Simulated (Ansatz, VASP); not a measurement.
## MoH6 in VASP and in Ansatz

```
CELL_PARAMETERS angstrom
-2.15699 2.15699 2.52831
2.15699 -2.15699 2.52831
2.15699 2.15699 -2.52831
ATOMIC_POSITIONS crystal
H 0.79700 0.79700 0.59400
H 0.20300 0.20300 0.40600
H 0.79700 0.20300 0.00000
H 0.20300 0.79700 0.00000
H 0.14729 0.14729 0.00000
H 0.85271 0.85271 0.00000
Mo 0.50000 0.50000 0.00000
```

Alike in both runs: functional PBE; k mesh 4 × 4 × 4; occupations gaussian, width 0.15 eV; no spin polarisation.

Ansatz relaxed the structure, and its values are those at the end. VASP's run is a single point on that final structure, the one shown.

|  | VASP | Ansatz |
| --- | --- | --- |
| version | VASP 6.6.1 | Ansatz 0.2.0 |
| potentials or method | VASP PAW PBE potentials, release 64 (H, Mo_sv), cutoff 500 eV | scalar-relativistic, plane waves, PAW |
| valence electrons in the cell | 20 | 20 |

```csv
,VASP,Ansatz,Ansatz less VASP
gap on the k mesh at the Fermi level (eV),none,none,-
pressure (GPa),0.0,0.2,+0.21
rms of the force components (eV/Å),0.008,0.009,+0.0007
```

A gap of «none» marks a metal or a gap that the smearing closes.

The k mesh is coarse, so the values compare programs but aren't converged.
